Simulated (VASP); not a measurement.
A run of VASP 6.6.1:

The input INCAR:

```
SYSTEM = Ti3H
ALGO = Normal
DIPOL = 0.5 0.5 0.348
EDIFF = 1E-7
ENCUT = 520
GGA = PE
IDIPOL = 3
ISIF = 2
ISMEAR = 0
LASPH = .TRUE.
LCHARG = .FALSE.
LDIPOL = .TRUE.
LREAL = .FALSE.
LWAVE = .FALSE.
NBANDS = 26
NELM = 80
PREC = Accurate
SIGMA = 0.1
```

File KPOINTS:

```
k-points
0
G
  9 9 1
  0 0 0
```

The input POSCAR:

```
Ti3H
1.0
    2.9075446922      0.0000000000      0.0000000000
    0.0000000000      2.9075446922      0.0000000000
    0.0000000000      0.0000000000     19.3059825228
Ti H
3 1
Direct
    0.5000000000      0.5000000000      0.2071896623
    0.0000000000      0.0000000000      0.3057583538
    0.5000000000      0.5000000000      0.4043297208
    0.6666666667      0.8333333333      0.4763746237
```

Potentials or basis: VASP PAW PBE potentials, release 64 (Ti_sv, H).

Command:

```sh
$ cat potpaw_PBE.64/Ti_sv/POTCAR potpaw_PBE.64/H/POTCAR > POTCAR
$ mpirun -np 1 vasp_std > vasp.out
```

Hardware: 1 thread of Intel(R) Xeon(R) 6975P-C (Granite Rapids) (shared host).

Q: How long does it take, and how much memory?

A: It took 2.4 min on 1 thread of Intel(R) Xeon(R) 6975P-C (Granite Rapids), on a shared host, peak memory 0.34 GiB. Counts: scf iterations 28, k points 41.
